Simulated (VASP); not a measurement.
# Yb (Pm-3m) in VASP: single point with PBE

Aim: the single point of Yb with PBE.

All numbers are computed with VASP 6.6.1; they aren't measurements. Logs are shortened: lines on timing, memory, paths and dates and some standing lists are left out, and cuts for length are marked.

**1. The cell of the first run**

Symmetry: Pm-3m, No. 221, cubic system. Conventional cell: a = 3.402 Å, b = 3.402 Å, c = 3.402 Å, α = 90.00°, β = 90.00°, γ = 90.00°. Within 4.5 Å of Yb (site symmetry m-3m) lie 6 Yb at 3.40 Å.

This isn't the form of Yb at room conditions, which is fcc.

**2. Single point, PBE**

File INCAR:

```
ALGO     = Normal         # electronic algorithm
EDIFF    = 1E-7           # SCF threshold, eV
ENCUT    = 520            # plane-wave cutoff, eV
GGA      = PE             # functional
ISIF     = 2              # what is computed and relaxed
ISMEAR   = -1             # smearing method
LASPH    = True           # aspherical terms in the spheres
LCHARG   = False          # write CHGCAR
LREAL    = False          # projectors in reciprocal space
LWAVE    = False          # write WAVECAR
NBANDS   = 18             # bands
NELM     = 100            # most SCF steps
PREC     = Accurate       # precision mode
SIGMA    = 0.13605693000000002 # smearing width, eV
```

File KPOINTS:

```
k-points
0
Gamma
  10 10 10
```

File POSCAR:

```
Yb
1.0
    3.4017292242      0.0000000000      0.0000000000
    0.0000000000      3.4017292242      0.0000000000
    0.0000000000      0.0000000000      3.4017292242
Yb
1
Direct
    0.0000000000      0.0000000000      0.0000000000
```

Potentials or basis: VASP PAW PBE potentials, release 64 (Yb).

The run is started by

```sh
$ cat potpaw_PBE.64/Yb/POTCAR > POTCAR
$ mpirun -np 1 vasp_std > vasp.out
```

OUTCAR:

```text
EDIFF = 1E-7
   ENCUT = 520
   GGA = PE
   ISIF = 2
   ISMEAR = -1
   LASPH = True
   LREAL = False
   NELM = 100
   PREC = Accurate

 ion  position               nearest neighbor table
   1  0.000  0.000  0.000-

  LATTYP: Found a simple cubic cell.
 ALAT       =     3.4017292242

  Lattice vectors:

 A1 = (   3.4017292242,   0.0000000000,   0.0000000000)
 A2 = (   0.0000000000,   3.4017292242,   0.0000000000)
 A3 = (   0.0000000000,   0.0000000000,   3.4017292242)

Analysis of symmetry for initial positions (statically):
=====================================================================
 Subroutine PRICEL returns:
 Original cell was already a primitive cell.

 Routine SETGRP: Setting up the symmetry group for a
 simple cubic supercell.

 Subroutine GETGRP returns: Found 48 space group operations
 (whereof 48 operations were pure point group operations)
 out of a pool of 48 trial point group operations.

The static configuration has the point symmetry O_h .

Analysis of symmetry for dynamics (positions and initial velocities):
=====================================================================
 Subroutine PRICEL returns:
 Original cell was already a primitive cell.

 Routine SETGRP: Setting up the symmetry group for a
 simple cubic supercell.

 Subroutine GETGRP returns: Found 48 space group operations
 (whereof 48 operations were pure point group operations)
 out of a pool of 48 trial point group operations.

The dynamic configuration has the point symmetry O_h .

 Subroutine INISYM returns: Found 48 space group operations
 (whereof 48 operations are pure point group operations),
 and found     1 'primitive' translations

----------------------------------------------------------------------------------------

                                     Primitive cell

  volume of cell :      39.3640

  direct lattice vectors                    reciprocal lattice vectors
     3.401729224  0.000000000  0.000000000     0.293968136  0.000000000  0.000000000
     0.000000000  3.401729224  0.000000000     0.000000000  0.293968136  0.000000000
     0.000000000  0.000000000  3.401729224     0.000000000  0.000000000  0.293968136

  length of vectors
     3.401729224  3.401729224  3.401729224     0.293968136  0.293968136  0.293968136

  position of ions in fractional coordinates (direct lattice)
     0.000000000  0.000000000  0.000000000

  ion indices of the primitive-cell ions
   primitive index   ion index
                 1           1

----------------------------------------------------------------------------------------

 KPOINTS: k-points

Automatic generation of k-mesh.
 Grid dimensions read from file:
 generate k-points for:   10   10   10

 Generating k-lattice:

  Cartesian coordinates                     Fractional coordinates (reciprocal lattice)
     0.029396814  0.000000000  0.000000000     0.100000000  0.000000000  0.000000000
     0.000000000  0.029396814  0.000000000     0.000000000  0.100000000  0.000000000
     0.000000000  0.000000000  0.029396814     0.000000000  0.000000000  0.100000000

  Length of vectors
     0.029396814  0.029396814  0.029396814

  Shift w.r.t. Gamma in fractional coordinates (k-lattice)
     0.000000000  0.000000000  0.000000000

 Subroutine IBZKPT returns following result:
 ===========================================

 Found     56 irreducible k-points:

 Following reciprocal coordinates:
            Coordinates               Weight
  0.000000  0.000000  0.000000      1.000000
  0.100000  0.000000  0.000000      6.000000
  0.200000  0.000000  0.000000      6.000000
  0.300000  0.000000  0.000000      6.000000
  0.400000  0.000000  0.000000      6.000000
  0.500000  0.000000  0.000000      3.000000
[... 16 lines left out ...]
  0.200000  0.100000  0.100000     24.000000
  0.300000  0.100000  0.100000     24.000000
 [... further k-points ...]
   k-points           NKPTS =     56   k-points in BZ     NKDIM =     56   number of bands    NBANDS=     18
   number of dos      NEDOS =    301   number of ions     NIONS =      1
   total plane-waves  NPLWV =  21952
   dimension x,y,z NGX =    28 NGY =   28 NGZ =   28
   dimension x,y,z NGXF=    56 NGYF=   56 NGZF=   56
   ions per type =               1
   NGX,Y,Z   is equivalent  to a cutoff of  13.68, 13.68, 13.68 a.u.
   NGXF,Y,Z  is equivalent  to a cutoff of  27.37, 27.37, 27.37 a.u.
 SYSTEM =  unknown system
   PREC   = accura    normal or accurate (medium, high low for compatibility)
   ISTART =      0    job   : 0-new  1-cont  2-samecut
   ICHARG =      2    charge: 1-file 2-atom 10-const
   ISPIN  =      1    spin polarized calculation?
   LNONCOLLINEAR =      F non collinear calculations
   LSORBIT =      F    spin-orbit coupling
   LASPH  =      T    aspherical Exc in radial PAW
   ENCUT  =  520.0 eV  38.22 Ry    6.18 a.u.   6.32  6.32  6.32*2*pi/ulx,y,z
   NELM   =    100;   NELMIN=  2; NELMDL= -5     # of ELM steps
   EDIFF  = 0.1E-06   stopping-criterion for ELM
   LREAL  =      F    real-space projection
   EDIFFG = 0.1E-05   stopping-criterion for IOM
   NSW    =      0    number of steps for IOM
   IBRION =     -1    ionic relax: 0-MD 1-quasi-New 2-CG
   NFREE  =      0    steps in history (QN), initial steepest desc. (CG)
   ISIF   =      2    stress and relaxation
   ISYM   =      2    0-nonsym 1-usesym 2-fastsym
   POTIM  = 0.5000    time-step for ionic-motion
   TEBEG  =    0.0;   TEEND  =   0.0 temperature during run
   PSTRESS=    0.0 pullay stress
   NELECT =      24.0000    total number of electrons
   NUPDOWN=      -1.0000    fix difference up-down
   EMIN   =  10.00;   EMAX   =-10.00  energy-range for DOS
   EFERMI =   0.00;   METHOD = LEGACY
   ISMEAR =    -1;   SIGMA  =   0.14  broadening in eV -4-tet -1-fermi 0-gaus
   EFERMI_NEDOS =   21; number of points for ismear=-14 and -15
   IALGO  =     38    algorithm
   IMIX   =      4    mixing-type and parameters
     AMIX     =   0.40;   BMIX     =  1.00
     AMIX_MAG =   1.60;   BMIX_MAG =  1.00
  volume/ion in A,a.u.               =      39.36       265.64
  Fermi-wavevector in a.u.,A,eV,Ry     =   1.388179  2.623278 26.218988  1.927041
  Thomas-Fermi vector in A             =   2.512330
   LORBIT       =      0    0 simple, 1 ext, 2 COOP (PROOUT), +10 PAW based schemes
   GGA     = PE    functional components
   LHFCALC =     F    Hartree Fock is set to
   AEXX    =    0.0000 exact exchange contribution
   IVDW    =     0    specifies the selected vdW correction
   LEPSILON=     F    determine dielectric tensor
   LRPA    =     F    only Hartree local field effects (RPA)
 non-spin polarized calculation
  energy-cutoff  :      520.00
  volume of cell :       39.36
 maximum number of plane-waves:      1082
 NGX is ok and might be reduce to    28
   NGX = 13   NGY = 13   NGZ = 13

 number of electron      23.9999994 magnetization

 Free energy of the ion-electron system (eV)
  ---------------------------------------------------
  ext. energy  EPLUGINS =         0.00000000
  ---------------------------------------------------
  free energy    TOTEN  =        -3.12751787 eV

  energy without entropy =       -2.96705953  energy(sigma->0) =       -3.04728870

 E-fermi :   1.1460     XC(G=0):  -9.0341

 val. band max:        1.0896252715   @ k =   0.5000   0.4000   0.3000
 cond. band min:       1.2748495945   @ k =   0.4000   0.4000   0.4000
 fundamental gap:      0.1852243230
 Fermi energy:         1.1459618756

 k-point     1 :       0.0000    0.0000    0.0000
  band No.  band energies     occupation
      1     -50.9047      2.00000
      2     -23.0706      2.00000
      3     -23.0706      2.00000
      4     -23.0706      2.00000
      5      -3.6319      2.00000
      6       0.4931      1.98365
[... 10 lines left out ...]
     17       7.5667      0.00000
     18      10.7501      0.00000

 k-point     2 :       0.1000    0.0000    0.0000
  band No.  band energies     occupation
      1     -50.9030      2.00000
      2     -23.1105      2.00000
      3     -23.0672      2.00000
      4     -23.0672      2.00000
      5      -3.4545      2.00000
      6       0.4855      1.98453
[... 10 lines left out ...]
     17       7.5924      0.00000
     18       9.8467      0.00000

 k-point     3 :       0.2000    0.0000    0.0000
  band No.  band energies     occupation
      1     -50.8986      2.00000
      2     -23.2134      2.00000
      3     -23.0585      2.00000
      4     -23.0585      2.00000
      5      -2.9531      2.00000
      6       0.4680      1.98639
[... 10 lines left out ...]
     17       7.6606      0.00000
     18       8.6642      0.00000

 k-point     4 :       0.3000    0.0000    0.0000
  band No.  band energies     occupation
      1     -50.8932      2.00000
      2     -23.3377      2.00000
      3     -23.0477      2.00000
      4     -23.0477      2.00000
      5      -2.2107      2.00000
      6       0.4391      1.98898
[... 10 lines left out ...]
     17       7.7471      0.00000
     18       8.2326      0.00000

 k-point     5 :       0.4000    0.0000    0.0000
  band No.  band energies     occupation
      1     -50.8888      2.00000
      2     -23.4360      2.00000
      3     -23.0389      2.00000
      4     -23.0389      2.00000
      5      -1.3710      2.00000
      6       0.4095      1.99112
[... 10 lines left out ...]
     17       7.8189      0.00000
     18       8.7157      0.00000

 k-point     6 :       0.5000    0.0000    0.0000
  band No.  band energies     occupation
      1     -50.8872      2.00000
      2     -23.4730      2.00000
      3     -23.0355      2.00000
      4     -23.0355      2.00000
      5      -0.8676      2.00000
      6       0.3699      1.99336
[... 10 lines left out ...]
     17       7.8468      0.00000
     18       9.2258      0.00000

 k-point     7 :       0.1000    0.1000    0.0000
  band No.  band energies     occupation
      1     -50.9013      2.00000
      2     -23.1089      2.00000
      3     -23.1050      2.00000
      4     -23.0639      2.00000
      5      -3.2778      2.00000
      6       0.4847      1.98462
[... 10 lines left out ...]
     17       7.3291      0.00000
     18      10.2144      0.00000

 k-point     8 :       0.2000    0.1000    0.0000
  band No.  band energies     occupation
      1     -50.8970      2.00000
      2     -23.2096      2.00000
      3     -23.0977      2.00000
      4     -23.0552      2.00000
      5      -2.7784      2.00000
      6       0.4686      1.98632
[... 10 lines left out ...]
     17       7.3216      0.00000
     18       9.1569      0.00000
[... 229 lines left out ...]
     17       5.7288      0.00000
     18       9.1990      0.00000

 k-point    20 :       0.5000    0.4000    0.0000
  band No.  band energies     occupation
      1     -50.8716      2.00000
      2     -23.4264      2.00000
      3     -23.3858      2.00000
      4     -23.0053      2.00000
      5       0.3109      1.99569
      6       0.4368      1.98916
[... 10 lines left out ...]
     17       5.7324      0.00000
     18       9.1783      0.00000

 k-point    21 :       0.5000    0.5000    0.0000
  band No.  band energies     occupation
      1     -50.8699      2.00000
      2     -23.4214      2.00000
      3     -23.4214      2.00000
      4     -23.0021      2.00000
      5       0.2744      1.99670
      6       0.4311      1.98961
[... 10 lines left out ...]
     17       5.5715      0.00000
     18       9.1430      0.00000

 k-point    22 :       0.1000    0.1000    0.1000
  band No.  band energies     occupation
      1     -50.8997      2.00000
      2     -23.1073      2.00000
      3     -23.1016      2.00000
      4     -23.1016      2.00000
      5      -3.1017      2.00000
      6       0.4886      1.98418
[... 10 lines left out ...]
     17       6.8689      0.00000
     18      10.4965      0.00000

 k-point    23 :       0.2000    0.1000    0.1000
  band No.  band energies     occupation
      1     -50.8953      2.00000
      2     -23.2058      2.00000
      3     -23.0960      2.00000
      4     -23.0925      2.00000
      5      -2.6048      2.00000
      6       0.4725      1.98593
[... 10 lines left out ...]
     17       6.9154      0.00000
     18       9.6282      0.00000

 k-point    24 :       0.3000    0.1000    0.1000
  band No.  band energies     occupation
      1     -50.8899      2.00000
      2     -23.3290      2.00000
      3     -23.0847      2.00000
      4     -23.0813      2.00000
      5      -1.8683      2.00000
      6       0.4428      1.98867
[... 10 lines left out ...]
     17       7.0352      0.00000
     18       8.9198      0.00000

 [... further k-points ...]

------------------------ aborting loop because EDIFF is reached ----------------------------------------

  FORCE on cell =-STRESS in cart. coord.  units (eV):
  Direction    XX          YY          ZZ          XY          YZ          ZX
  --------------------------------------------------------------------------------------
  -------------------------------------------------------------------------------------
  Total       -0.0195135     -0.0195135     -0.0195135     -0.0000000      0.0000000     -0.0000000
  in kB       -0.7942323     -0.7942323     -0.7942323     -0.0000000      0.0000000     -0.0000000
  external PRESSURE =      -0.7942323 kB  Pullay stress =       0.0000000 kB

 VOLUME and BASIS-vectors are now :
 -----------------------------------------------------------------------------
  energy-cutoff  :      520.00
  volume of cell :       39.36
      direct lattice vectors                 reciprocal lattice vectors
     3.401729224  0.000000000  0.000000000     0.293968136  0.000000000  0.000000000
     0.000000000  3.401729224  0.000000000     0.000000000  0.293968136  0.000000000
     0.000000000  0.000000000  3.401729224     0.000000000  0.000000000  0.293968136

 POSITION                                       TOTAL-FORCE (eV/Angst)
 -----------------------------------------------------------------------------------
      0.00000      0.00000      0.00000         0.000000      0.000000      0.000000
 -----------------------------------------------------------------------------------
    total drift:                               -0.000000     -0.000000     -0.000000

  FREE ENERGIE OF THE ION-ELECTRON SYSTEM (eV)
  ---------------------------------------------------
  free  energy   TOTEN  =        -3.1275178688 eV

  energy  without entropy=       -2.9670595280  energy(sigma->0) =       -3.04728870
```

It took 2.1 min on 1 thread of Intel Xeon 8259CL, shared host; peak memory 0.19 GiB.

What came out:

| Property | Result |
| --- | --- |
| Free energy | -3.1275 eV |
| Pressure | -0.1 GPa |
| Band gap on the k mesh | zero (bands 12 and 13 overlap by 0.79 eV) |

Levels at points of the mesh, in eV from the Fermi level:
| k point | band 10 | band 11 | band 12 | band 13 | band 14 | band 15 |
| --- | --- | --- | --- | --- | --- | --- |
| (0.00, 0.00, 0.00) | -0.63 | -0.63 | -0.57 | 0.63 | 0.63 | 6.42 |
| (0.50, 0.00, 0.00) | -0.59 | -0.56 | -0.56 | -0.15 | 1.37 | 3.83 |
| (0.50, 0.50, 0.00) | -0.62 | -0.56 | -0.55 | 0.52 | 3.09 | 3.09 |
| (0.50, 0.50, 0.50) | -0.58 | -0.58 | 0.44 | 0.44 | 0.44 | 5.79 |

Caveat: spin-orbit coupling is left out, which moves the levels of the heavy elements.
